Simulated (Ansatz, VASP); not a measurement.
## BN in VASP and in Ansatz

The input INCAR:

```
SYSTEM = BN
PREC = Accurate
ENCUT = 520
EDIFF = 1E-7
ISMEAR = 0
SIGMA = 0.05
LREAL = .FALSE.
LASPH = .TRUE.
NELM = 60
ALGO = Normal
ISIF = 2
LWAVE = .FALSE.
LCHARG = .FALSE.
GGA = PS
NBANDS = 11
```

Contents of KPOINTS:

```
Automatic mesh
0
G
  12 12 12
  0 0 0
```

The input POSCAR:

```
BN
1.0
    1.2511217832      0.7223354983      3.3729344033
   -1.2511217832      0.7223354983      3.3729344033
    0.0000000000     -1.4446709967      3.3729344033
B N
1 1
Direct
    0.9996712000      0.9996712000      0.9996712000
    0.3327618000      0.3327618000      0.3327618000
```

Input for Ansatz:

```yaml
crystal:
  lattice:
    - [1.2511217832, 0.7223354983, 3.3729344033]
    - [-1.2511217832, 0.7223354983, 3.3729344033]
    - [0.0, -1.4446709967, 3.3729344033]
  atoms:
    - { symbol: B, position: [0.9996712, 0.9996712, 0.9996712] }
    - { symbol: "N", position: [0.3327618, 0.3327618, 0.3327618] }
basis:
  ecutwfc: 420
kpoints:
  mp_grid: { grid: [12, 12, 12] }
hamiltonian:
  xc: pbesol
scf:
  occupations: { method: gaussian, width: 0.05 }
output:
  forces: true
  stress: true
  eigenvalues: true
```

Alike in both runs: task single point; functional PBEsol; k mesh 12 × 12 × 12; occupations gaussian, width 0.05 eV; no spin polarisation.

|  | VASP | Ansatz |
| --- | --- | --- |
| version | VASP 6.6.1 | Ansatz 0.2.0 |
| potentials or method | VASP PAW PBE potentials, release 64 (B, N), cutoff 520 eV | scalar-relativistic, plane waves, PAW |
| valence electrons in the cell | 8 | 8 |

|  | VASP | Ansatz | Ansatz less VASP |
| --- | --- | --- | --- |
| gap on the k mesh at the Fermi level (eV) | 4.18 | 4.19 | +0.010 |
| least direct gap on the mesh (eV) | 4.63 | 4.64 | +0.007 |
| pressure (GPa) | 1.0 | 0.7 | -0.30 |
| traceless stress, the component that is largest in VASP (GPa) | -0.69 | -0.25 | +0.439 |

VASP's potentials were made for PBE, not for PBEsol.
